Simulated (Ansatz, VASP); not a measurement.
# One calculation of Se, two programs

```
Se
1.0
     9.44484    0.00000    0.00000
     0.00000    4.23711    0.00000
     0.00000    0.00000    6.70438
Se
8
Direct
  0.15992 0.25000 0.51583
  0.34008 0.75000 0.01583
  0.65992 0.25000 0.98417
  0.84008 0.75000 0.48417
  0.99659 0.75000 0.72540
  0.50341 0.25000 0.22540
  0.49659 0.75000 0.77460
  0.00341 0.25000 0.27460
```

Alike in both runs: functional PBE; k mesh 4 × 6 × 4; no spin polarisation.

Ansatz relaxed the structure, and its values are those at the end. VASP's run is a single point on that final structure, the one shown.

|  | VASP | Ansatz |
| --- | --- | --- |
| version | VASP 6.6.1 | Ansatz 0.2.0 |
| potentials or method | VASP PAW PBE potentials, release 64 (Se), cutoff 520 eV | scalar-relativistic, plane waves, PAW |
| occupations | gaussian, width 0.01 eV | fixed |
| valence electrons in the cell | 48 | 128 |

VASP gave:

```
gap on the k mesh at the Fermi level (eV) : 1.12
least direct gap on the mesh (eV)         : 1.12
pressure (GPa)                            : 0.1
rms of the force components (eV/Å)        : 0.033
```

Question: What did Ansatz give for the same quantities?

Answer: gap on the k mesh at the Fermi level (eV): 1.12; least direct gap on the mesh (eV): 1.12; pressure (GPa): 0.0; rms of the force components (eV/Å): 0.000.

VASP's potentials hold 48 valence electrons a cell and Ansatz's 128, so a difference there can come from the potentials and not from the codes.
